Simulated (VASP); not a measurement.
K3Zn4F12 (a cell with a defect): single point with PBEsol

System: K3Zn4F12 (a cell with a defect).

```
K Zn F
1.0
    -4.05217    4.05217    4.05217
     4.05217   -4.05217    4.05217
     4.05217    4.05217   -4.05217
K Zn F
3 4 12
Direct
  0.94114 0.44114 0.50000
  0.00276 0.00276 0.00000
  0.50276 0.50276 0.00000
  0.49463 0.50347 0.50000
  0.00347 0.99463 0.50000
  0.00347 0.50347 0.00883
  0.49463 0.99463 0.99117
  0.76154 0.73630 0.50000
  0.23630 0.26154 0.50000
  0.23630 0.73630 0.97476
  0.76154 0.26154 0.02524
  0.48586 0.24782 0.23804
  0.99492 0.75192 0.24300
  0.00977 0.24782 0.76196
  0.50892 0.75192 0.75700
  0.74782 0.50977 0.76196
  0.25192 0.00892 0.75700
  0.25192 0.49492 0.24300
  0.74782 0.98586 0.23804
```

```json
{
  "Program": "VASP 6.6.1",
  "Task": "single point",
  "Functional": "PBEsol",
  "Potentials or basis": "VASP PAW PBE potentials, release 64 (K_sv, Zn, F)",
  "Cutoff": "520 eV",
  "k mesh": "4 × 4 × 4",
  "Occupations": "gaussian, width 0.05 eV",
  "Spin": "no spin polarisation",
  "Dipole correction": "no",
  "Charge": "-1",
  "Further INCAR settings": "LREAL = Auto; ALGO = Normal; EDIFF = 1e-07; NBANDS = 94; NELECT = 160.0"
}
```

```
Largest force : 0.522 eV/Å
```

Forces on the atoms (eV/Å):
```
K    0.000  0.000  0.522
K    0.000  0.000 -0.049
K    0.000  0.000 -0.049
Zn  -0.080  0.080 -0.038
Zn   0.080 -0.080 -0.038
Zn  -0.080 -0.080 -0.038
Zn   0.080  0.080 -0.038
F   -0.035  0.035 -0.024
F    0.035 -0.035 -0.024
F   -0.035 -0.035 -0.024
F    0.035  0.035 -0.024
F    0.000  0.086 -0.021
F    0.000 -0.016 -0.023
F    0.000 -0.086 -0.021
F    0.000  0.016 -0.023
F   -0.086  0.000 -0.021
F    0.016  0.000 -0.023
F   -0.016  0.000 -0.023
F    0.086  0.000 -0.021
```

Levels at points of the mesh, in eV from the Fermi level:
```tsv
k point	band 77	band 78	band 79	band 80	band 81	band 82	band 83	band 84
(0.00, 0.00, 0.00)	-1.61	-0.29	-0.29	-0.27	3.39	7.75	7.79	7.79
(0.50, 0.00, 0.00)	-1.31	-1.23	-0.81	-0.76	5.31	5.39	7.10	7.22
(0.00, 0.00, 0.50)	-1.26	-1.20	-0.84	-0.76	5.31	5.38	7.10	7.22
(0.50, 0.50, 0.50)	-1.61	-1.61	-0.30	-0.27	6.12	6.14	6.14	7.48
```

It took 17 min on 1 thread of Intel(R) Xeon(R) Platinum 8259CL CPU @ 2.50GHz (Skylake/Cascade Lake), with other jobs on the host, peak memory 0.5 GiB.

Caveat: the cell carries a net charge on a neutralising background, which shifts energy and pressure; the cell is charged against a uniform background, so pressure and absolute levels hang on convention; the PAW data sets were made with another functional, which shifts forces and pressure a little.
